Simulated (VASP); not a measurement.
# Br (Fm-3m) in VASP: notebook, part 2 of 2

VASP 6.6.1. Earlier steps stand in the parts before.

## 3. Single point, LDA (volume scaled by 0.43)

File INCAR:

```
SYSTEM = Br
PREC = Accurate ; ENCUT = 520
EDIFF = 1E-6 ; ISMEAR = -1
SIGMA = 0.1 ; LREAL = .FALSE.
LASPH = .TRUE. ; NELM = 60
ALGO = Normal ; ISIF = 2
LWAVE = .FALSE. ; LCHARG = .FALSE.
NBANDS = 10
```

File KPOINTS:

```
Automatic mesh
0
G
  14 14 14
  0 0 0
```

File POSCAR:

```
Br
1.0
    0.0000000000      1.7024101122      1.7024101122
    1.7024101122      0.0000000000      1.7024101122
    1.7024101122      1.7024101122      0.0000000000
Br
1
Direct
    0.0000000000      0.0000000000      0.0000000000
```

Potentials or basis: VASP PAW LDA potentials, release 64 (Br).

Run with:

```sh
$ cat potpaw_LDA.64/Br/POTCAR > POTCAR
$ mpirun -np 1 vasp_std > vasp.out
```

OUTCAR:

```text
SYSTEM = Br
   PREC = Accurate
   ENCUT = 520
   EDIFF = 1E-6
   ISMEAR = -1
   LREAL = .FALSE.
   LASPH = .TRUE.
   NELM = 60
   ISIF = 2

 ion  position               nearest neighbor table
   1  0.000  0.000  0.000-

  LATTYP: Found a face centered cubic cell.
 ALAT       =     3.4048202244

  Lattice vectors:

 A1 = (   0.0000000000,   1.7024101122,   1.7024101122)
 A2 = (   1.7024101122,   0.0000000000,   1.7024101122)
 A3 = (   1.7024101122,   1.7024101122,   0.0000000000)

Analysis of symmetry for initial positions (statically):
=====================================================================
 Subroutine PRICEL returns:
 Original cell was already a primitive cell.

 Routine SETGRP: Setting up the symmetry group for a
 face centered cubic supercell.

 Subroutine GETGRP returns: Found 48 space group operations
 (whereof 48 operations were pure point group operations)
 out of a pool of 48 trial point group operations.

The static configuration has the point symmetry O_h .

Analysis of symmetry for dynamics (positions and initial velocities):
=====================================================================
 Subroutine PRICEL returns:
 Original cell was already a primitive cell.

 Routine SETGRP: Setting up the symmetry group for a
 face centered cubic supercell.

 Subroutine GETGRP returns: Found 48 space group operations
 (whereof 48 operations were pure point group operations)
 out of a pool of 48 trial point group operations.

The dynamic configuration has the point symmetry O_h .

 Subroutine INISYM returns: Found 48 space group operations
 (whereof 48 operations are pure point group operations),
 and found     1 'primitive' translations

----------------------------------------------------------------------------------------

                                     Primitive cell

[... 105 lines left out ...]
   IALGO  =     38    algorithm
   IMIX   =      4    mixing-type and parameters
     AMIX     =   0.40;   BMIX     =  1.00
     AMIX_MAG =   1.60;   BMIX_MAG =  1.00
  volume/ion in A,a.u.               =       9.87        66.59
  Fermi-wavevector in a.u.,A,eV,Ry     =   1.460046  2.759088 29.004022  2.131735
  Thomas-Fermi vector in A             =   2.576542
   LORBIT       =      0    0 simple, 1 ext, 2 COOP (PROOUT), +10 PAW based schemes
   GGA     = CA    functional components
   LHFCALC =     F    Hartree Fock is set to
   AEXX    =    0.0000 exact exchange contribution
   IVDW    =     0    specifies the selected vdW correction
   LEPSILON=     F    determine dielectric tensor
   LRPA    =     F    only Hartree local field effects (RPA)
 non-spin polarized calculation
  energy-cutoff  :      520.00
  volume of cell :        9.87
 maximum number of plane-waves:       283
 NGX is ok and might be reduce to    18

 number of electron       7.0000002 magnetization

 Free energy of the ion-electron system (eV)
  ---------------------------------------------------
  ext. energy  EPLUGINS =         0.00000000
  ---------------------------------------------------
  free energy    TOTEN  =         3.80713101 eV

  energy without entropy =        3.82027972  energy(sigma->0) =        3.81370536

 E-fermi :  18.8315     XC(G=0): -14.4569

 val. band max:       18.8271437356   @ k =  -0.2857   0.2143   0.0714
 cond. band min:      18.8914516725   @ k =  -0.4286   0.0714   0.0000
 fundamental gap:      0.0643079369
 Fermi energy:        18.8315492655

 k-point     1 :       0.0000    0.0000    0.0000
  band No.  band energies     occupation
      1      -9.1995      2.00000
      2      23.7251      0.00000
      3      23.7251      0.00000
      4      23.7251      0.00000
      5      30.9641      0.00000
      6      30.9641      0.00000
      7      30.9641      0.00000
      8      34.5548      0.00000
      9      39.3026      0.00000
     10      40.7730      0.00000
[... 287 lines left out ...]
 k-point    24 :       0.2857    0.1429    0.0000
  band No.  band energies     occupation
      1      -6.3647      2.00000
      2      13.5816      2.00000
      3      18.7825      1.24066
      4      19.7583      0.00019
      5      26.5117      0.00000
      6      29.8678      0.00000
      7      36.4572      0.00000
      8      36.4804      0.00000
      9      41.9156      0.00000
     10      42.5539      0.00000

 [... further k-points ...]
[... 5 lines left out ...]
  --------------------------------------------------------------------------------------
  -------------------------------------------------------------------------------------
  Total       17.8331737     17.8331737     17.8331737      0.0000000     -0.0000000      0.0000000
  in kB     2895.4539012   2895.4539012   2895.4539012      0.0000000     -0.0000000      0.0000000
  external PRESSURE =    2895.4539012 kB  Pullay stress =       0.0000000 kB

 VOLUME and BASIS-vectors are now :
 -----------------------------------------------------------------------------
  energy-cutoff  :      520.00
  volume of cell :        9.87
      direct lattice vectors                 reciprocal lattice vectors
     0.000000000  1.702410112  1.702410112    -0.293701263  0.293701263  0.293701263
     1.702410112  0.000000000  1.702410112     0.293701263 -0.293701263  0.293701263
     1.702410112  1.702410112  0.000000000     0.293701263  0.293701263 -0.293701263

 POSITION                                       TOTAL-FORCE (eV/Angst)
 -----------------------------------------------------------------------------------
      0.00000      0.00000      0.00000         0.000000      0.000000     -0.000000
 -----------------------------------------------------------------------------------
    total drift:                                0.000000      0.000000      0.000000

  FREE ENERGIE OF THE ION-ELECTRON SYSTEM (eV)
  ---------------------------------------------------
  free  energy   TOTEN  =         3.8071310055 eV

  energy  without entropy=        3.8202797158  energy(sigma->0) =        3.81370536
```

OSZICAR:

```text
N       E                     dE             d eps       ncg     rms          rms(c)
DAV:   1     0.206031874013E+02    0.20603E+02   -0.36771E+03  2172   0.595E+02
DAV:   2     0.405520075638E+01   -0.16548E+02   -0.15914E+02  2878   0.109E+02
DAV:   3     0.374611496342E+01   -0.30909E+00   -0.30632E+00  2550   0.117E+01
DAV:   4     0.374583530212E+01   -0.27966E-03   -0.27964E-03  2458   0.395E-01
DAV:   5     0.374583515885E+01   -0.14326E-06   -0.14007E-06  2508   0.905E-03    0.326E+01
DAV:   6     0.378872441281E+01    0.42889E-01   -0.15788E-02  2438   0.727E-01    0.195E+01
DAV:   7     0.380672836807E+01    0.18004E-01   -0.24113E-02  2464   0.914E-01    0.251E-01
DAV:   8     0.380712467327E+01    0.39631E-03   -0.80444E-04  2334   0.180E-01    0.377E-02
DAV:   9     0.380713105573E+01    0.63825E-05   -0.33209E-05  2558   0.368E-02    0.329E-02
DAV:  10     0.380713100552E+01   -0.50207E-07   -0.22949E-07  1424   0.391E-03
   1 F= 0.38071310E+01 E0= 0.38137054E+01  d E =-.131487E-01
```

It took 5 s on 1 thread of Intel Xeon 6975P-C, shared host; peak memory 0.12 GiB.

Results:

```yaml
Free_energy: 3.8071 eV
Pressure: 289.5 GPa
```

Levels at points of the mesh, in eV from the Fermi level:
| k point | band 1 | band 2 | band 3 | band 4 | band 5 | band 6 | band 7 | band 8 |
| --- | --- | --- | --- | --- | --- | --- | --- | --- |
| (0.00, 0.00, 0.00) | -28.03 | 4.89 | 4.89 | 4.89 | 12.13 | 12.13 | 12.13 | 15.72 |
| (0.50, 0.00, 0.00) | -20.04 | -16.47 | 1.76 | 1.76 | 10.53 | 10.53 | 10.68 | 14.19 |
| (0.50, 0.50, 0.00) | -16.39 | -14.69 | -4.43 | -4.43 | 1.78 | 2.26 | 30.98 | 33.17 |

Caveat: an odd number of electrons without spin polarisation forces a metal; a magnetic or distorted state may lie lower.

## 4. Single point, LDA (volume scaled by 0.5)

File INCAR:

```
SYSTEM = Br
PREC = Accurate
ENCUT = 520
EDIFF = 1E-6
ISMEAR = -1
SIGMA = 0.1
LREAL = .False.
LASPH = .True.
NELM = 80
ALGO = Normal
ISIF = 2
LWAVE = .False.
LCHARG = .False.
GGA = CA
NBANDS = 10
```

File KPOINTS:

```
Automatic mesh
0
Gamma
  14 14 14
  0 0 0
```

File POSCAR:

```
Br
1.0
    0.0000000000      1.7901855196      1.7901855196
    1.7901855196      0.0000000000      1.7901855196
    1.7901855196      1.7901855196      0.0000000000
Br
1
Direct
    0.0000000000      0.0000000000      0.0000000000
```

Run with:

```sh
$ cat potpaw_LDA.64/Br/POTCAR > POTCAR
$ mpirun -np 1 vasp_std > vasp.out
```

Run time: 6.7 s. Hardware: 1 thread of Intel Xeon 6975P-C, shared host; peak memory 0.12 GiB.

Results (log left out):

* Free energy: 1.5611 eV
* Pressure: 170.2 GPa

Levels at points of the mesh, in eV from the Fermi level:
| k point | band 1 | band 2 | band 3 | band 4 | band 5 | band 6 | band 7 | band 8 | band 9 |
| --- | --- | --- | --- | --- | --- | --- | --- | --- | --- |
| (0.00, 0.00, 0.00) | -25.07 | 3.82 | 3.82 | 3.82 | 12.24 | 12.24 | 12.24 | 16.20 | 17.69 |
| (0.50, 0.00, 0.00) | -18.53 | -13.92 | 1.31 | 1.31 | 9.81 | 10.85 | 10.85 | 14.67 | 27.96 |
| (0.50, 0.50, 0.00) | -15.66 | -12.42 | -3.70 | -3.70 | 2.86 | 3.05 | 28.77 | 30.79 | 30.79 |

Caveat: an odd number of electrons without spin polarisation forces a metal; a magnetic or distorted state may lie lower.

## 5. Single point, LDA (volume scaled by 0.5)

File INCAR:

```
PREC = Accurate
ENCUT = 520
EDIFF = 1E-6
ISMEAR = -1
SIGMA = 0.1
LREAL = False
LASPH = True
NELM = 80
ALGO = Normal
ISIF = 2
LWAVE = False
LCHARG = True
GGA = CA
LELF = True
LVHAR = True
NBANDS = 10
```

File KPOINTS:

```
regular mesh
0
Gamma
  14 14 14
```

POSCAR is that of step 4.

Run with:

```sh
$ cat potpaw_LDA.64/Br/POTCAR > POTCAR
$ mpirun -np 1 vasp_std > vasp.out
```

It took 6.4 s on 1 thread of Intel Xeon 6975P-C, shared host; peak memory 0.13 GiB.

The run converged. Its results:

```
Free energy : 1.5611 eV
Pressure    : 170.2 GPa
```

Levels at points of the mesh, in eV from the Fermi level:
| k point | band 2 | band 3 | band 4 | band 5 | band 6 | band 7 |
| --- | --- | --- | --- | --- | --- | --- |
| (0.00, 0.00, 0.00) | 3.82 | 3.82 | 3.82 | 12.24 | 12.24 | 12.24 |
| (0.50, 0.00, 0.00) | -13.92 | 1.31 | 1.31 | 9.81 | 10.85 | 10.85 |
| (0.50, 0.50, 0.00) | -12.42 | -3.70 | -3.70 | 2.86 | 3.05 | 28.77 |

Caveat: an odd number of electrons without spin polarisation forces a metal; a magnetic or distorted state may lie lower.

## 6. Single point, LDA (volume scaled by 0.58)

File INCAR:

```
SYSTEM = Br
PREC = Accurate
ENCUT = 520
EDIFF = 1E-6
ISMEAR = -1
SIGMA = 0.1
LREAL = .False.
LASPH = .True.
NELM = 80
ALGO = Normal
ISIF = 2
LWAVE = .False.
LCHARG = .False.
GGA = CA
NBANDS = 10
```

File KPOINTS:

```
regular mesh
0
Gamma
  14 14 14
  0 0 0
```

File POSCAR:

```
Br
1.0
    0.0000000000      1.8809793870      1.8809793870
    1.8809793870      0.0000000000      1.8809793870
    1.8809793870      1.8809793870      0.0000000000
Br
1
Direct
    0.0000000000      0.0000000000      0.0000000000
```

Potentials or basis: VASP PAW LDA potentials, release 64 (Br).

Run with:

```sh
$ cat potpaw_LDA.64/Br/POTCAR > POTCAR
$ mpirun -np 1 vasp_std > vasp.out
```

It took 8.1 s on 1 thread of Intel Xeon 6975P-C, shared host; peak memory 0.12 GiB.

It converged, with:

| Item | Value |
| --- | --- |
| Free energy | 0.0806 eV |
| Pressure | 95.7 GPa |

Levels at points of the mesh, in eV from the Fermi level:
```tsv
k point	band 1	band 2	band 3	band 4	band 5	band 6	band 7	band 8
(0.00, 0.00, 0.00)	-22.54	2.97	2.97	2.97	12.35	12.35	12.35	15.13
(0.50, 0.00, 0.00)	-17.28	-11.68	0.98	0.98	9.20	11.14	11.14	14.98
(0.50, 0.50, 0.00)	-15.07	-10.42	-3.05	-3.05	3.55	4.19	26.85	28.69
```

Caveat: an odd number of electrons without spin polarisation forces a metal; a magnetic or distorted state may lie lower.

## 7. Summary

| cell | gap on the mesh (eV) | pressure (GPa) |
| --- | --- | --- |
| a = 2.408 Å, angles 60.0°, 1 atom | none | 289.5 |
| a = 2.532 Å, angles 60.0°, 1 atom | none | 170.2 |
| a = 2.660 Å, angles 60.0°, 1 atom | none | 95.7 |

Alike in all rows: task single point; level LDA; potentials or basis VASP PAW LDA potentials, release 64 (Br); no spin polarisation; k mesh 14 × 14 × 14; cutoff (eV) 520; smearing fermi-dirac 0.1 eV.

Caveats: an odd number of electrons without spin polarisation forces a metal; a magnetic or distorted state may lie lower.

Total energies depend on the potentials used, so only differences within one code and one set of settings carry meaning.
